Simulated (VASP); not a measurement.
# Si2Ni (Fm-3m) in VASP: density of states with PBEsol

Aim: the density of states of Si2Ni with PBEsol.

Program: VASP 6.6.1. These are calculated values, not measurements. Logs are shortened: lines on timing, memory, paths and dates and some standing lists are left out, and cuts for length are marked.

### Step 1. The cell of the first run

The structure is cubic, space group Fm-3m (No. 225). Conventional cell: a = 5.391 Å, b = 5.391 Å, c = 5.391 Å, α = 90.00°, β = 90.00°, γ = 90.00°. Si (site symmetry -43m) has 4 Ni at 2.33 Å and 6 Si at 2.70 Å within 3.1 Å. Within 3.1 Å of Ni (site symmetry m-3m) lie 8 Si at 2.33 Å.

### Step 2. Density of states, PBEsol

Input file POSCAR:

```
Si2Ni
1.0
    0.0000000000      2.6956709894      2.6956709894
    2.6956709894      0.0000000000      2.6956709894
    2.6956709894      2.6956709894      0.0000000000
Si Ni
2 1
Direct
    0.2500000000      0.2500000000      0.2500000000
    0.7500000000      0.7500000000      0.7500000000
    0.0000000000      0.0000000000      0.0000000000
```

Input file INCAR.step1:

```
SYSTEM = Si2Ni
PREC = Accurate
ENCUT = 520
EDIFF = 1E-6
ISMEAR = 0
SIGMA = 0.1
LREAL = .False.
LASPH = .True.
NELM = 100
ALGO = Normal
ISIF = 2
LWAVE = .False.
LCHARG = .True.
LMAXMIX = 4
GGA = PS
NBANDS = 16
```

Input file KPOINTS.step1:

```
regular mesh
0
Gamma
  14 14 14
  0 0 0
```

Input file INCAR.step2:

```
SYSTEM = Si2Ni
PREC = Accurate
ENCUT = 520
EDIFF = 1E-6
ISMEAR = -5
SIGMA = 0.1
LREAL = .False.
LASPH = .True.
NELM = 100
ALGO = Normal
ISIF = 2
LWAVE = .False.
LCHARG = .False.
LMAXMIX = 4
GGA = PS
LORBIT = 10
NEDOS = 2001
ICHARG = 11
```

Input file KPOINTS.step2:

```
regular mesh
0
Gamma
  21 21 21
  0 0 0
```

Potentials or basis: VASP PAW PBE potentials, release 64 (Si, Ni).

Command:

```console
> cat potpaw_PBE.64/Si/POTCAR potpaw_PBE.64/Ni/POTCAR > POTCAR
> cp INCAR.step1 INCAR
> cp KPOINTS.step1 KPOINTS
> mpirun -np 1 vasp_std > vasp.out
> cp INCAR.step2 INCAR
> cp KPOINTS.step2 KPOINTS
> mpirun -np 1 vasp_std > vasp.out
```

OUTCAR:

```text
SYSTEM = Si2Ni
   PREC = Accurate
   ENCUT = 520
   EDIFF = 1E-6
   ISMEAR = -5
   LREAL = .False.
   LASPH = .True.
   NELM = 100
   ISIF = 2
   GGA = PS
   LORBIT = 10
   ICHARG = 11

 ion  position               nearest neighbor table
   1  0.250  0.250  0.250-   3 2.33   3 2.33   3 2.33   3 2.33   2 2.70   2 2.70   2 2.70   2 2.70
                             2 2.70   2 2.70
   2  0.750  0.750  0.750-   3 2.33   3 2.33   3 2.33   3 2.33   1 2.70   1 2.70   1 2.70   1 2.70
                             1 2.70   1 2.70
   3  0.000  0.000  0.000-   2 2.33   2 2.33   2 2.33   1 2.33   2 2.33   1 2.33   1 2.33   1 2.33

  LATTYP: Found a face centered cubic cell.
 ALAT       =     5.3913419788

  Lattice vectors:

 A1 = (   0.0000000000,   2.6956709894,   2.6956709894)
 A2 = (   2.6956709894,   0.0000000000,   2.6956709894)
 A3 = (   2.6956709894,   2.6956709894,   0.0000000000)

Analysis of symmetry for initial positions (statically):
=====================================================================
 Subroutine PRICEL returns:
 Original cell was already a primitive cell.

 Routine SETGRP: Setting up the symmetry group for a
 face centered cubic supercell.

 Subroutine GETGRP returns: Found 48 space group operations
 (whereof 48 operations were pure point group operations)
 out of a pool of 48 trial point group operations.

The static configuration has the point symmetry O_h .

Analysis of symmetry for dynamics (positions and initial velocities):
=====================================================================
 Subroutine PRICEL returns:
 Original cell was already a primitive cell.

 Routine SETGRP: Setting up the symmetry group for a
 face centered cubic supercell.

 Subroutine GETGRP returns: Found 48 space group operations
 (whereof 48 operations were pure point group operations)
 out of a pool of 48 trial point group operations.

The dynamic configuration has the point symmetry O_h .

 Subroutine INISYM returns: Found 48 space group operations
 (whereof 48 operations are pure point group operations),
 and found     1 'primitive' translations

----------------------------------------------------------------------------------------

                                     Primitive cell

  volume of cell :      39.1770

  direct lattice vectors                    reciprocal lattice vectors
     0.000000000  2.695670989  2.695670989    -0.185482576  0.185482576  0.185482576
     2.695670989  0.000000000  2.695670989     0.185482576 -0.185482576  0.185482576
     2.695670989  2.695670989  0.000000000     0.185482576  0.185482576 -0.185482576

  length of vectors
     3.812254473  3.812254473  3.812254473     0.321265246  0.321265246  0.321265246

  position of ions in fractional coordinates (direct lattice)
     0.250000000  0.250000000  0.250000000
     0.750000000  0.750000000  0.750000000
     0.000000000  0.000000000  0.000000000

  ion indices of the primitive-cell ions
   primitive index   ion index
                 1           1
                 2           2
                 3           3

----------------------------------------------------------------------------------------

 KPOINTS: regular mesh

Automatic generation of k-mesh.
 Grid dimensions read from file:
 generate k-points for:   21   21   21

 Generating k-lattice:

  Cartesian coordinates                     Fractional coordinates (reciprocal lattice)
    -0.008832504  0.008832504  0.008832504     0.047619048  0.000000000  0.000000000
     0.008832504 -0.008832504  0.008832504     0.000000000  0.047619048  0.000000000
     0.008832504  0.008832504 -0.008832504     0.000000000  0.000000000  0.047619048

  Length of vectors
     0.015298345  0.015298345  0.015298345

  Shift w.r.t. Gamma in fractional coordinates (k-lattice)
     0.000000000  0.000000000  0.000000000

 TETIRR: Found   1276 inequivalent tetrahedra from    55566

 Subroutine IBZKPT returns following result:
 ===========================================

 Found    286 irreducible k-points:

 Following reciprocal coordinates:
            Coordinates               Weight
  0.000000  0.000000  0.000000      1.000000
  0.047619  0.000000  0.000000      8.000000
  0.095238  0.000000  0.000000      8.000000
  0.142857  0.000000  0.000000      8.000000
  0.190476  0.000000  0.000000      8.000000
  0.238095  0.000000  0.000000      8.000000
[... 16 lines left out ...]
 -0.428571  0.047619  0.000000     24.000000
 -0.380952  0.047619  0.000000     24.000000
 [... further k-points ...]
   k-points           NKPTS =    286   k-points in BZ     NKDIM =    286   number of bands    NBANDS=     13
   number of dos      NEDOS =   2001   number of ions     NIONS =      3
   total plane-waves  NPLWV =  21952
   dimension x,y,z NGX =    28 NGY =   28 NGZ =   28
   dimension x,y,z NGXF=    56 NGYF=   56 NGZF=   56
   ions per type =               2   1
   NGX,Y,Z   is equivalent  to a cutoff of  12.21, 12.21, 12.21 a.u.
   NGXF,Y,Z  is equivalent  to a cutoff of  24.42, 24.42, 24.42 a.u.
 SYSTEM =  Si2Ni
   PREC   = accura    normal or accurate (medium, high low for compatibility)
   ISTART =      0    job   : 0-new  1-cont  2-samecut
   ICHARG =     11    charge: 1-file 2-atom 10-const
   ISPIN  =      1    spin polarized calculation?
   LNONCOLLINEAR =      F non collinear calculations
   LSORBIT =      F    spin-orbit coupling
   LASPH  =      T    aspherical Exc in radial PAW
   ENCUT  =  520.0 eV  38.22 Ry    6.18 a.u.   7.09  7.09  7.09*2*pi/ulx,y,z
   NELM   =    100;   NELMIN=  2; NELMDL=  0     # of ELM steps
   EDIFF  = 0.1E-05   stopping-criterion for ELM
   LREAL  =      F    real-space projection
   EDIFFG = 0.1E-04   stopping-criterion for IOM
   NSW    =      0    number of steps for IOM
   IBRION =     -1    ionic relax: 0-MD 1-quasi-New 2-CG
   NFREE  =      0    steps in history (QN), initial steepest desc. (CG)
   ISIF   =      2    stress and relaxation
   ISYM   =      2    0-nonsym 1-usesym 2-fastsym
   POTIM  = 0.5000    time-step for ionic-motion
   TEBEG  =    0.0;   TEEND  =   0.0 temperature during run
   PSTRESS=    0.0 pullay stress
   NELECT =      18.0000    total number of electrons
   NUPDOWN=      -1.0000    fix difference up-down
   EMIN   =  10.00;   EMAX   =-10.00  energy-range for DOS
   EFERMI =   0.00;   METHOD = LEGACY
   ISMEAR =    -5;   SIGMA  =   0.10  broadening in eV -4-tet -1-fermi 0-gaus
   EFERMI_NEDOS =   21; number of points for ismear=-14 and -15
   IALGO  =     38    algorithm
   IMIX   =      4    mixing-type and parameters
     AMIX     =   0.40;   BMIX     =  1.00
     AMIX_MAG =   1.60;   BMIX_MAG =  1.00
  volume/ion in A,a.u.               =      13.06        88.13
  Fermi-wavevector in a.u.,A,eV,Ry     =   1.263248  2.387193 21.712132  1.595797
  Thomas-Fermi vector in A             =   2.396615
   LORBIT       =     10    0 simple, 1 ext, 2 COOP (PROOUT), +10 PAW based schemes
   GGA     = PS    functional components
   LHFCALC =     F    Hartree Fock is set to
   AEXX    =    0.0000 exact exchange contribution
   IVDW    =     0    specifies the selected vdW correction
   LEPSILON=     F    determine dielectric tensor
   LRPA    =     F    only Hartree local field effects (RPA)
 non-spin polarized calculation
 Fermi weights with tetrahedron method with Bloechl corrections
  energy-cutoff  :      520.00
  volume of cell :       39.18
 maximum number of plane-waves:      1067

 number of electron      17.9999996 magnetization

 Free energy of the ion-electron system (eV)
  ---------------------------------------------------
  ext. energy  EPLUGINS =         0.00000000
  ---------------------------------------------------
  free energy    TOTEN  =       -18.98137102 eV

  energy without entropy =      -18.98137102  energy(sigma->0) =      -18.98137102

 E-fermi :  10.5013     XC(G=0): -11.7355

 val. band max:       10.5016124917   @ k =   0.2857   0.1905   0.0952
 cond. band min:      10.4357993928   @ k =   0.2381   0.0000   0.0000
 fundamental gap:     -0.0658130989
 Fermi energy:        10.5012863971

 k-point     1 :       0.0000    0.0000    0.0000
  band No.  band energies     occupation
      1      -3.4485      2.00000
      2       5.2169      2.00000
      3       5.2169      2.00000
      4       5.2169      2.00000
      5       6.9225      2.00000
      6       6.9225      2.00000
      7      10.2778      2.00000
      8      12.2102      0.00000
      9      12.2102      0.00000
     10      12.2102      0.00000
     11      12.7233      0.00000
     12      12.7233      0.00000
     13      12.7233      0.00000

 k-point     2 :       0.0476    0.0000    0.0000
  band No.  band energies     occupation
      1      -3.4146      2.00000
      2       5.1488      2.00000
      3       5.2278      2.00000
      4       5.2278      2.00000
      5       6.9157      2.00000
      6       6.9157      2.00000
      7      10.2448      2.00000
      8      11.6281      0.00000
      9      11.9643      0.00000
     10      11.9643      0.00000
     11      12.9806      0.00000
     12      12.9806      0.00000
     13      13.3733      0.00000

 k-point     3 :       0.0952    0.0000    0.0000
  band No.  band energies     occupation
      1      -3.3130      2.00000
      2       4.9495      2.00000
      3       5.2597      2.00000
      4       5.2597      2.00000
      5       6.8972      2.00000
      6       6.8972      2.00000
      7       9.9815      2.00000
      8      11.1688      0.00000
      9      11.5829      0.00000
     10      11.5829      0.00000
     11      13.3501      0.00000
     12      13.3501      0.00000
     13      14.1798      0.00000

 k-point     4 :       0.1429    0.0000    0.0000
  band No.  band energies     occupation
      1      -3.1444      2.00000
      2       4.6302      2.00000
      3       5.3098      2.00000
      4       5.3098      2.00000
      5       6.8725      2.00000
      6       6.8725      2.00000
      7       9.3774      2.00000
      8      11.1599     -0.35269
      9      11.1965      0.00000
     10      11.1965      0.00000
     11      13.4960      0.00000
     12      13.4960      0.00000
     13      14.5672      0.00000

 k-point     5 :       0.1905    0.0000    0.0000
  band No.  band energies     occupation
      1      -2.9096      2.00000
      2       4.2041      2.00000
      3       5.3731      2.00000
      4       5.3731      2.00000
      5       6.8500      2.00000
      6       6.8500      2.00000
      7       8.7078      2.00000
      8      10.8140      0.46617
      9      10.8140     -0.00374
     10      11.3393      0.00000
     11      13.3072      0.00000
     12      13.3072      0.00000
     13      14.3135      0.00000
[... 257 lines left out ...]
 k-point    22 :      -0.4762    0.0476    0.0000
  band No.  band energies     occupation
      1      -0.1748      2.00000
      2       0.4455      2.00000
      3       5.5913      2.00000
      4       5.6503      2.00000
      5       6.6724      2.00000
      6       7.0830      2.00000
      7       7.1007      2.00000
      8       8.8535      2.00000
      9       8.9862      2.00000
     10      11.8207      0.00000
     11      12.3813      0.00000
     12      12.8725      0.00000
     13      13.3334      0.00000

 k-point    23 :      -0.4286    0.0476    0.0000
  band No.  band energies     occupation
      1      -0.6245      2.00000
      2       0.9425      2.00000
      3       5.5656      2.00000
      4       5.6623      2.00000
      5       6.7318      2.00000
      6       7.0047      2.00000
      7       7.1060      2.00000
      8       8.8641      2.00000
      9       9.1558      2.00000
     10      11.8830      0.00000
     11      12.3481      0.00000
     12      12.8055      0.00000
     13      13.4370      0.00000

 k-point    24 :      -0.3810    0.0476    0.0000
  band No.  band energies     occupation
      1      -1.1530      2.00000
      2       1.5848      2.00000
      3       5.5321      2.00000
      4       5.6603      2.00000
      5       6.8784      2.00000
      6       6.9053      2.00000
      7       7.0627      2.00000
      8       8.9946      2.00000
      9       9.4327      2.00000
     10      11.9605      0.00000
     11      12.3563      0.00000
     12      12.7267      0.00000
     13      13.6007      0.00000

 [... further k-points ...]
[... 5 lines left out ...]
  --------------------------------------------------------------------------------------
  -------------------------------------------------------------------------------------
  Total       -0.5569319     -0.5569319     -0.5569319     -0.0000000      0.0000000     -0.0000000
  in kB      -22.7762385    -22.7762385    -22.7762385     -0.0000000      0.0000000     -0.0000000
  external PRESSURE =     -22.7762385 kB  Pullay stress =       0.0000000 kB

 VOLUME and BASIS-vectors are now :
 -----------------------------------------------------------------------------
  energy-cutoff  :      520.00
  volume of cell :       39.18
      direct lattice vectors                 reciprocal lattice vectors
     0.000000000  2.695670989  2.695670989    -0.185482576  0.185482576  0.185482576
     2.695670989  0.000000000  2.695670989     0.185482576 -0.185482576  0.185482576
     2.695670989  2.695670989  0.000000000     0.185482576  0.185482576 -0.185482576

 POSITION                                       TOTAL-FORCE (eV/Angst)
 -----------------------------------------------------------------------------------
      1.34784      1.34784      1.34784         0.000000      0.000000     -0.000000
      4.04351      4.04351      4.04351        -0.000000     -0.000000      0.000000
      0.00000      0.00000      0.00000        -0.000000     -0.000000     -0.000000
 -----------------------------------------------------------------------------------
    total drift:                               -0.000000     -0.000000      0.000000

  FREE ENERGIE OF THE ION-ELECTRON SYSTEM (eV)
  ---------------------------------------------------
  free  energy   TOTEN  =       -18.9813710175 eV

  energy  without entropy=      -18.9813710175  energy(sigma->0) =      -18.98137102

 total charge

# of ion       s       p       d       tot
------------------------------------------
    1        0.738   0.849   0.000   1.587
    2        0.738   0.849   0.000   1.587
    3        0.569   0.820   8.457   9.846
--------------------------------------------------
tot          2.046   2.518   8.457  13.021
```

Run time: 95 s. Hardware: 1 thread of AMD EPYC 9R45 (Zen 5), shared host; peak memory 0.24 GiB.

What came out:

| Item | Value |
| --- | --- |
| Valence electrons inside the program's atomic spheres | Si 1.59; Ni 9.85 |

Levels at points of the mesh, in eV from the Fermi level:
```tsv
k point	band 7	band 8	band 9	band 10	band 11	band 12
(0.00, 0.00, 0.00)	-0.22	1.71	1.71	1.71	2.22	2.22
```

Caveat: the PAW data sets were made with another functional, which shifts forces and pressure a little; tetrahedron occupations give inexact forces and stress in metals. Spin polarisation is off, so any magnetic state and its effect on volume and gap are missing.
